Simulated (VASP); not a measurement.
A run of VASP 6.6.1 is set up as follows.

The input POSCAR:

```
Sn
1.0
   -1.7927130000      1.7481980000      2.3228690000
    1.7057180000     -1.7686640000      2.2741750000
    1.8181040000      1.7933540000     -2.3384090000
Sn
1
Direct
    0.0087920000      0.0053570000      0.0145750000
```

The input INCAR.step1:

```
SYSTEM = Sn
PREC = Accurate ; ENCUT = 520
ISMEAR = 0 ; SIGMA = 0.05
LREAL = .FALSE. ; LASPH = .TRUE.
NELM = 150 ; LNONCOLLINEAR = .TRUE.
MAGMOM = 0 0 0 ; LSORBIT = .TRUE.
GGA_COMPAT = .FALSE. ; NBANDS = 25
GGA = PE ; ALGO = Normal
EDIFF = 1E-4 ; LWAVE = .TRUE.
LCHARG = .FALSE.
```

Contents of INCAR.step2:

```
SYSTEM = Sn
PREC = Accurate ; ENCUT = 520
EDIFF = 1E-7 ; ISMEAR = 0
SIGMA = 0.05 ; LREAL = .FALSE.
LASPH = .TRUE. ; NELM = 150
ALGO = Normal ; ISIF = 2
LWAVE = .FALSE. ; LCHARG = .TRUE.
LNONCOLLINEAR = .TRUE. ; MAGMOM = 0 0 0
LORBIT = 11 ; LSORBIT = .TRUE.
GGA_COMPAT = .FALSE. ; LORBMOM = .TRUE.
METAGGA = R2SCAN ; LMIXTAU = .TRUE.
LVHAR = .TRUE. ; NBANDS = 25
ISTART = 1
```

KPOINTS

```
regular mesh
0
G
  7 7 8
  0 0 0
```

Potentials or basis: VASP PAW PBE potentials, release 64 (Sn_d).

The run is started by

```bash
$ cat potpaw_PBE.64/Sn_d/POTCAR > POTCAR
$ cp INCAR.step1 INCAR
$ mpirun -np 1 vasp_ncl > vasp.out
$ cp INCAR.step2 INCAR
$ mpirun -np 1 vasp_ncl > vasp.out
```

Estimate the pressure.

-1.8 GPa.

Estimate the net moment.

0.00 μB per cell.

Stress tensor (GPa, compression positive):
```
-1.58  0.27  0.84
 0.27 -1.04  0.47
 0.84  0.47 -2.85
```

Caveat: the cell differs from its parent crystal (the cell strained at random); the PAW data sets were made with another functional, which shifts forces and pressure a little.
